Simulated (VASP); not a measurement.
# LiCl in VASP: a series of runs, part 2 of 2

VASP 6.6.1. The steps go on from the part before.

**3. Single point, r2SCAN, collinear spin, ferromagnetic start**

This run uses another cell than the first one, of the same volume but with other edges.

File POSCAR:

```
LiCl
1.0
   10.0000000000      0.0000000000      0.0000000000
    0.0000000000      9.3000000000      0.0000000000
    0.0000000000      0.0000000000      4.1410481071
Li Cl
1 1
Direct
    0.4482368987      0.5000000000      0.0000000000
    0.5517631013      0.5000000000      0.5000000000
```

File INCAR.step1:

```
SYSTEM = LiCl
ALGO = Normal ; EDIFF = 1E-4
ENCUT = 520 ; GGA = PE
ISMEAR = 0 ; ISPIN = 2
LASPH = .True. ; LCHARG = .False.
LREAL = .False. ; LWAVE = .True.
MAGMOM = 0.5 0.5 ; NBANDS = 16
NELM = 150 ; PREC = Accurate
SIGMA = 0.05
```

File INCAR.step2:

```
SYSTEM = LiCl
ALGO = Normal ; EDIFF = 1E-7
ENCUT = 520 ; ISIF = 2
ISMEAR = 0 ; ISPIN = 2
ISTART = 1 ; LASPH = .True.
LCHARG = .False. ; LMIXTAU = .True.
LORBIT = 11 ; LREAL = .False.
LWAVE = .False. ; MAGMOM = 0.5 0.5
METAGGA = R2SCAN ; NBANDS = 16
NELM = 150 ; PREC = Accurate
SIGMA = 0.05
```

File KPOINTS:

```
k-points
0
Gamma
  1 1 16
  0 0 0
```

Potentials or basis: VASP PAW PBE potentials, release 64 (Li_sv, Cl).

The run is started by

```
$ cat potpaw_PBE.64/Li_sv/POTCAR potpaw_PBE.64/Cl/POTCAR > POTCAR
$ cp INCAR.step1 INCAR
$ mpirun -np 1 vasp_std > vasp.out
$ cp INCAR.step2 INCAR
$ mpirun -np 1 vasp_std > vasp.out
```

OUTCAR:

```text
SYSTEM = LiCl
   EDIFF = 1E-7
   ENCUT = 520
   ISIF = 2
   ISMEAR = 0
   ISPIN = 2
   ISTART = 1
   LASPH = .True.
   LORBIT = 11
   LREAL = .False.
   METAGGA = R2SCAN
   NELM = 150
   PREC = Accurate

 ion  position               nearest neighbor table
   1  0.448  0.500  0.000-   2 2.31   2 2.31
   2  0.552  0.500  0.500-   1 2.31   1 2.31

  LATTYP: Found a simple orthorhombic cell.
 ALAT       =     4.1410481071
 B/A-ratio  =     2.2458082494
 C/A-ratio  =     2.4148475800

  Lattice vectors:

 A1 = (   0.0000000000,   0.0000000000,  -4.1410481071)
 A2 = (   0.0000000000,   9.3000000000,   0.0000000000)
 A3 = (  10.0000000000,   0.0000000000,   0.0000000000)

Analysis of symmetry for initial positions (statically):
=====================================================================
 Subroutine PRICEL returns:
 Original cell was already a primitive cell.

 Routine SETGRP: Setting up the symmetry group for a
 simple orthorhombic supercell.

 Subroutine GETGRP returns: Found  4 space group operations
 (whereof  4 operations were pure point group operations)
 out of a pool of  8 trial point group operations.

The static configuration has the point symmetry C_2v.

Analysis of symmetry for dynamics (positions and initial velocities):
=====================================================================
 Subroutine PRICEL returns:
 Original cell was already a primitive cell.

 Routine SETGRP: Setting up the symmetry group for a
 simple orthorhombic supercell.

 Subroutine GETGRP returns: Found  4 space group operations
 (whereof  4 operations were pure point group operations)
 out of a pool of  8 trial point group operations.

The dynamic configuration has the point symmetry C_2v.

Analysis of structural, dynamic, and magnetic symmetry:
=====================================================================
 Subroutine PRICEL returns:
 Original cell was already a primitive cell.

 Routine SETGRP: Setting up the symmetry group for a
[... 140 lines left out ...]

 E-fermi :  -5.8426     XC(G=0):  -1.3449

 val. band max:       -6.2284323443   @ k =   0.0000   0.0000   0.5000
 cond. band min:      -0.4796850058   @ k =   0.0000   0.0000   0.0000
 fundamental gap:      5.7487473386
 Fermi energy:        -5.8425688064

 spin component 1

 k-point     1 :       0.0000    0.0000    0.0000
  band No.  band energies     occupation
      1     -52.0049      1.00000
      2     -18.7955      1.00000
      3      -6.8068      1.00000
      4      -6.5765      1.00000
      5      -6.4296      1.00000
      6      -0.4795      0.00000
[... 147 lines left out ...]
      2     -18.7696      1.00000
      3      -7.3070      1.00000
      4      -6.5751      1.00000
      5      -6.2284      1.00000
      6       1.2386      0.00000
[... 8 lines left out ...]
     15       4.3635      0.00000
     16       4.7596      0.00000
 Fermi energy:        -5.8425688064

 spin component 2

 k-point     1 :       0.0000    0.0000    0.0000
  band No.  band energies     occupation
      1     -52.0049      1.00000
      2     -18.7955      1.00000
      3      -6.8068      1.00000
      4      -6.5765      1.00000
      5      -6.4296      1.00000
      6      -0.4797      0.00000
[... 148 lines left out ...]
      3      -7.3070      1.00000
      4      -6.5751      1.00000
      5      -6.2284      1.00000
      6       1.2383      0.00000
[... 8 lines left out ...]
     15       4.3628      0.00000
     16       4.7585      0.00000

------------------------ aborting loop because EDIFF is reached ----------------------------------------

  FORCE on cell =-STRESS in cart. coord.  units (eV):
  Direction    XX          YY          ZZ          XY          YZ          ZX
  --------------------------------------------------------------------------------------
  -------------------------------------------------------------------------------------
  Total       -0.8892886     -0.0052668     -1.5552255      0.0000000      0.0000000      0.0000000
  in kB       -3.6996452     -0.0219109     -6.4700960      0.0000000      0.0000000      0.0000000
  external PRESSURE =      -3.3972174 kB  Pullay stress =       0.0000000 kB

 VOLUME and BASIS-vectors are now :
 -----------------------------------------------------------------------------
  energy-cutoff  :      520.00
  volume of cell :      385.12
      direct lattice vectors                 reciprocal lattice vectors
    10.000000000  0.000000000  0.000000000     0.100000000  0.000000000  0.000000000
     0.000000000  9.300000000  0.000000000     0.000000000  0.107526882  0.000000000
     0.000000000  0.000000000  4.141048107     0.000000000  0.000000000  0.241484758

 POSITION                                       TOTAL-FORCE (eV/Angst)
 -----------------------------------------------------------------------------------
      4.48237      4.65000      0.00000         0.741170      0.000000      0.000000
      5.51763      4.65000      2.07052        -0.741170      0.000000      0.000000
 -----------------------------------------------------------------------------------
    total drift:                               -0.021261      0.000000      0.000009

  FREE ENERGIE OF THE ION-ELECTRON SYSTEM (eV)
  ---------------------------------------------------
  free  energy   TOTEN  =       -11.5447949034 eV

  energy  without entropy=      -11.5447949034  energy(sigma->0) =      -11.54479490

 total charge

# of ion       s       p       d       tot
------------------------------------------
    1        2.007   0.011   0.000   2.018
    2        1.593   3.590   0.000   5.184
--------------------------------------------------
tot          3.600   3.601   0.000   7.201

 magnetization (x)

# of ion       s       p       d       tot
------------------------------------------
    1       -0.000  -0.000   0.000  -0.000
    2        0.000  -0.000   0.000  -0.000
--------------------------------------------------
tot          0.000  -0.000   0.000  -0.000
```

OUTCAR.step1:

```text
SYSTEM = LiCl
   EDIFF = 1E-4
   ENCUT = 520
   GGA = PE
   ISMEAR = 0
   ISPIN = 2
[... 572 lines left out ...]
      4.48237      4.65000      0.00000         0.733396      0.000000      0.000000
      5.51763      4.65000      2.07052        -0.733396      0.000000      0.000000
 -----------------------------------------------------------------------------------
    total drift:                               -0.000311      0.000000      0.000001

  FREE ENERGIE OF THE ION-ELECTRON SYSTEM (eV)
  ---------------------------------------------------
  free  energy   TOTEN  =        -6.5545367304 eV

  energy  without entropy=       -6.5545367304  energy(sigma->0) =       -6.55453673
```

It took 5.6 min on 1 thread of Intel Xeon Platinum 8559C (Emerald Rapids), shared host; peak memory 0.68 GiB.

What came out:

```yaml
Free_energy: -11.5448 eV
Largest_force: 0.741 eV/Å
Band_gap_on_the_k_mesh: 5.75 eV, indirect (least direct gap 5.95 eV)
Net_moment: 0.00 μB per cell
Valence_electrons_inside_the_program's_atomic_spheres: Li 2.02; Cl 5.18
```

Forces in eV/Å, atoms in the order of the input:
```
Li   0.741  0.000  0.000
Cl  -0.741  0.000  0.000
```

Levels at points of the mesh, in eV from the valence-band top:
Spin up:
| k point | band 2 | band 3 | band 4 | band 5 | band 6 | band 7 | band 8 | band 9 |
| --- | --- | --- | --- | --- | --- | --- | --- | --- |
| (0.00, 0.00, 0.00) | -12.57 | -0.58 | -0.35 | -0.20 | 5.75 | 7.48 | 7.55 | 7.88 |
| (0.00, 0.00, 0.50) | -12.54 | -1.08 | -0.35 | 0.00 | 7.47 | 8.04 | 8.16 | 9.23 |
Spin down:
| k point | band 3 | band 4 | band 5 | band 6 | band 7 | band 8 |
| --- | --- | --- | --- | --- | --- | --- |
| (0.00, 0.00, 0.00) | -0.58 | -0.35 | -0.20 | 5.75 | 7.48 | 7.55 |
| (0.00, 0.00, 0.50) | -1.08 | -0.35 | 0.00 | 7.47 | 8.04 | 8.16 |

Caveat: the cutoff is under 1.25 times the usual one of these potentials, so pressure, stress and relaxed cells hold a basis-set (Pulay) error; the PAW data sets were made with another functional, which shifts forces and pressure a little.
